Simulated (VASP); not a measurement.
Crystal: Li.

```xyz
1
Lattice="-1.7547 1.7547 1.7547 1.7547 -1.7547 1.7547 1.7547 1.7547 -1.7547" Properties=species:S:1:pos:R:3 pbc="T T T"
Li    0.0000    0.0000    0.0000
```

| Quantity | Value |
| --- | --- |
| Program | VASP 6.6.1 |
| Task | relaxation of cell and atoms |
| Functional | LDA |
| Potentials or basis | VASP PAW LDA potentials, release 64 (Li_sv) |
| Cutoff | 600 eV |
| k mesh | 11 × 11 × 11 |
| Occupations | fermi-dirac, width 0.05 eV |
| Spin | no spin polarisation |

At the start: pressure -1.7 GPa; volume 21.61 Å³/atom.

Q: Where does the relaxation end?

A: Over 5 steps the energy falls by 17.0 meV/atom and the volume is 18.80 Å³/atom (-13.0 %); space group Im-3m (No. 229, to 0.05 Å).

Step by step:
```tsv
step	energy change (eV)	largest force (eV/Å)	pressure (GPa)	volume (Å³)
1	0.0000	0.0000	-1.68	21.61
2	-0.0068	0.0000	-1.39	20.91
3	-0.0157	0.0000	-0.55	19.46
4	-0.0053	0.0000	2.08	16.76
5	-0.0170	0.0000	-0.05	18.80
```

Final structure:
```cif
data_structure
_symmetry_space_group_name_H-M 'P 1'
_symmetry_Int_Tables_number 1
_cell_length_a 2.9013
_cell_length_b 2.9013
_cell_length_c 2.9013
_cell_angle_alpha 109.471
_cell_angle_beta 109.471
_cell_angle_gamma 109.471
_cell_volume 18.80
loop_
_atom_site_label
_atom_site_type_symbol
_atom_site_fract_x
_atom_site_fract_y
_atom_site_fract_z
_atom_site_occupancy
Li1 Li 0.00000 0.00000 0.00000 1
```

The cell as given is a measured one (21.61 Å³/atom); LDA puts the equilibrium volume -13.0 % from it, thermal expansion not counted.

Caveat: the cutoff is under 1.25 times the usual one of these potentials, so pressure, stress and relaxed cells hold a basis-set (Pulay) error; the volume moved by -13 % from the deposited cell, more than functionals usually miss.
